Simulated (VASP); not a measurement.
# BAs in VASP: notebook, part 2 of 2

VASP 6.6.1. Earlier steps stand in the parts before.

## 5. Electric field gradients, PBE (zz strain of -3 %)

INCAR

```
  PREC = Accurate
  ENCUT = 520
  EDIFF = 1E-8
  ISMEAR = -1
  SIGMA = 0.03
  LREAL = F
  LASPH = T
  NELM = 80
  ALGO = Normal
  ISIF = 2
  LWAVE = F
  LCHARG = F
  GGA = PE
  LEFG = T
  NBANDS = 11
```

KPOINTS

```
regular mesh
0
Gamma
  15 15 15
```

POSCAR

```
BAs
1.0
    0.0000000000      2.3885000000      2.3168450000
    2.3885000000      0.0000000000      2.3168450000
    2.3885000000      2.3885000000      0.0000000000
B As
1 1
Direct
    0.0000000000      0.0000000000      0.0000000000
    0.7500000000      0.7500000000      0.7500000000
```

Potentials or basis: VASP PAW PBE potentials, release 64 (B, As).

Launch:

```
> cat potpaw_PBE.64/B/POTCAR potpaw_PBE.64/As/POTCAR > POTCAR
> mpirun -np 1 vasp_std > vasp.out
```

OUTCAR:

```text
PREC = Accurate
   ENCUT = 520
   EDIFF = 1E-8
   ISMEAR = -1
   LREAL = F
   LASPH = T
   NELM = 80
   ISIF = 2
   GGA = PE

 ion  position               nearest neighbor table
   1  0.000  0.000  0.000-   2 2.05   2 2.05   2 2.05   2 2.05
   2  0.750  0.750  0.750-   1 2.05   1 2.05   1 2.05   1 2.05

  LATTYP: Found a body centered tetragonal cell.
 ALAT       =     3.3778490937
 C/A-ratio  =     1.3717871555

  Lattice vectors:

 A1 = (   0.0000000000,  -2.3885000000,  -2.3168450000)
 A2 = (   0.0000000000,   2.3885000000,  -2.3168450000)
 A3 = (   2.3885000000,   0.0000000000,   2.3168450000)

Analysis of symmetry for initial positions (statically):
=====================================================================
 Subroutine PRICEL returns:
 Original cell was already a primitive cell.

 Routine SETGRP: Setting up the symmetry group for a
 body centered tetragonal supercell.

 Subroutine GETGRP returns: Found  8 space group operations
 (whereof  8 operations were pure point group operations)
 out of a pool of 16 trial point group operations.

The static configuration has the point symmetry D_2d.

Analysis of symmetry for dynamics (positions and initial velocities):
=====================================================================
 Subroutine PRICEL returns:
 Original cell was already a primitive cell.

 Routine SETGRP: Setting up the symmetry group for a
 body centered tetragonal supercell.

 Subroutine GETGRP returns: Found  8 space group operations
 (whereof  8 operations were pure point group operations)
 out of a pool of 16 trial point group operations.

The dynamic configuration has the point symmetry D_2d.

[... 162 lines left out ...]
      8      11.5347      0.00000
      9      16.2056      0.00000
     10      19.1203      0.00000
     11      19.9088      0.00000
[... 309 lines left out ...]
 k-point    24 :       0.2000    0.1333    0.0000
  band No.  band energies     occupation
      1      -8.5204      2.00000
      2       3.6392      2.00000
      3       4.5932      2.00000
      4       5.0201      2.00000
      5       8.7893      0.00000
      6      11.7594      0.00000
      7      12.1974      0.00000
      8      12.8044      0.00000
      9      16.8329      0.00000
     10      18.6680      0.00000
     11      19.4807      0.00000

 [... further k-points ...]
[... 5 lines left out ...]
  --------------------------------------------------------------------------------------
  -------------------------------------------------------------------------------------
  Total        1.0064402      1.0064402      2.0184324      0.0000000      0.0000000      0.0000000
  in kB       60.9987730     60.9987730    122.3340440      0.0000000      0.0000000      0.0000000
  external PRESSURE =      81.4438633 kB  Pullay stress =       0.0000000 kB

 VOLUME and BASIS-vectors are now :
 -----------------------------------------------------------------------------
  energy-cutoff  :      520.00
  volume of cell :       26.43
      direct lattice vectors                 reciprocal lattice vectors
     0.000000000  2.388500000  2.316845000    -0.209336404  0.209336404  0.215810725
     2.388500000  0.000000000  2.316845000     0.209336404 -0.209336404  0.215810725
     2.388500000  2.388500000  0.000000000     0.209336404  0.209336404 -0.215810725

 POSITION                                       TOTAL-FORCE (eV/Angst)
 -----------------------------------------------------------------------------------
      0.00000      0.00000      0.00000        -0.000000     -0.000000     -0.000000
      3.58275      3.58275      3.47527         0.000000      0.000000      0.000000
 -----------------------------------------------------------------------------------
    total drift:                                0.000000      0.000000      0.000000

  FREE ENERGIE OF THE ION-ELECTRON SYSTEM (eV)
  ---------------------------------------------------
  free  energy   TOTEN  =       -11.3668995163 eV

  energy  without entropy=      -11.3668995088  energy(sigma->0) =      -11.36689951

 Electric field gradients (V/A^2)
---------------------------------------------------------------------
 ion       V_xx      V_yy      V_zz      V_xy      V_xz      V_yz
---------------------------------------------------------------------
   1       0.105     0.105    -0.211     0.000    -0.000    -0.000
   2       1.676     1.676    -3.351     0.000     0.000     0.000
---------------------------------------------------------------------

 Electric field gradients after diagonalization (V/A^2)
 (convention: |V_zz| > |V_xx| > |V_yy|)
----------------------------------------------------------------------
 ion       V_xx      V_yy      V_zz     asymmetry (V_yy - V_xx)/ V_zz
----------------------------------------------------------------------
   1       0.105     0.105    -0.211       0.000
   2       1.676     1.676    -3.351       0.000
----------------------------------------------------------------------

           NMR quadrupolar parameters

 Cq : quadrupolar parameter    Cq=e*Q*V_zz/h
 eta: asymmetry parameters     (V_yy - V_xx)/ V_zz
 Q  : nuclear electric quadrupole moment in mb (millibarn)
----------------------------------------------------------------------
 ion       Cq(MHz)       eta       Q (mb)
----------------------------------------------------------------------
   1      -0.001       0.000       1.000
   2      -0.008       0.000       1.000
----------------------------------------------------------------------
```

Run time: 92 s. Hardware: 1 thread of Intel Xeon 6975P-C (Granite Rapids), shared host; peak memory 0.22 GiB.

What came out:

- Free energy: -11.3669 eV
- Pressure: 8.1 GPa
- Band gap on the k mesh: 0.68 eV, indirect (least direct gap 3.00 eV)

Electric field gradients, principal values (V/Å²):
```tsv
atom	least	middle	greatest (by size)
1 B	0.105	0.105	-0.211
2 As	1.676	1.676	-3.351
```

Caveat: the cell differs from its parent crystal (zz strain of -3 %); without QUAD_EFG the Cq values of the log hold for a quadrupole moment of 1 mb, not for the nuclei. A k mesh can miss the band edges.

## 6. Summary

```csv
level,cell,cutoff (eV),gap on the mesh (eV),pressure (GPa)
PBEsol,"a = 3.378 Å, angles 60.0°, 2 atoms",420,1.08,0.1
PBE,"a = 3.328, b = 3.328, c = 3.277 Å, angles 60.5, 60.5, 59.0°, 2 atoms",520,0.87,13.5
PBE,"a = 3.328, b = 3.328, c = 3.378 Å, angles 59.5, 59.5, 61.0°, 2 atoms",520,0.68,8.1
```

Alike in all rows: task electric field gradients; potentials or basis VASP PAW PBE potentials, release 64 (B, As); no spin polarisation; k mesh 15 × 15 × 15; smearing fermi-dirac 0.03 eV.

Caveats: the PAW data sets were made with another functional, which shifts forces and pressure a little (some runs).

Total energies depend on the potentials used, so only differences within one code and one set of settings carry meaning.
